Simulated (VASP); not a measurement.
A run of VASP 6.6.1 is set up as follows.

File INCAR:

```
ALGO     = Normal         # electronic algorithm
EDIFF    = 1E-7           # SCF threshold, eV
EDIFFG   = -0.04          # ionic threshold
ENCUT    = 600            # plane-wave cutoff, eV
GGA      = PE             # functional
IBRION   = 2              # ionic algorithm
ISIF     = 3              # what is computed and relaxed
ISMEAR   = 0              # smearing method
LASPH    = True           # aspherical terms in the spheres
LCHARG   = False          # write CHGCAR
LREAL    = False          # projectors in reciprocal space
LWAVE    = False          # write WAVECAR
NELM     = 100            # most SCF steps
NSW      = 90             # ionic steps
PREC     = Accurate       # precision mode
SIGMA    = 0.1            # smearing width, eV
```

KPOINTS

```
k-points
0
Gamma
  6 6 4
```

Contents of POSCAR:

```
OsAu
1.0
    3.4306324000      0.0000000000      0.0000000000
    0.0000000000      3.4306324000      0.0000000000
    0.0000000000      0.0000000000      4.8186956700
Os Au
2 2
Direct
    0.0000000000      0.0000000000      0.0000000000
    0.5000000000      0.5000000000      0.0000000000
    0.0000000000      0.5000000000      0.2913000000
    0.5000000000      0.0000000000      0.7087000000
```

Potentials or basis: VASP PAW PBE potentials, release 64 (Os, Au).

The run is started by

```sh
$ cat potpaw_PBE.64/Os/POTCAR potpaw_PBE.64/Au/POTCAR > POTCAR
$ mpirun -np 1 vasp_std > vasp.out
```

**Question.** What does it give for the band gap on the k mesh?

**Answer.** Zero (bands 19 and 20 overlap by 1.49 eV).

**Question.** Estimate the relaxed volume.

**Answer.** 17.50 Å³/atom.

**Question.** What does it give for the space group after relaxing (to 0.1 Å)?

**Answer.** P4/nmm (No. 129).

Final structure:
```
Os Au
1.0
     3.63612    0.00000    0.00000
     0.00000    3.63612    0.00000
     0.00000    0.00000    5.29464
Os Au
2 2
Cartesian
  0.0000 0.0000 5.2946
  1.8181 1.8181 0.0000
  3.6361 1.8181 2.1188
  1.8181 0.0000 3.1758
```

Caveat: the volume moved by over 15 % at a fixed basis, so the end points are rough; spin-orbit coupling is left out, which moves the levels of the heavy elements.
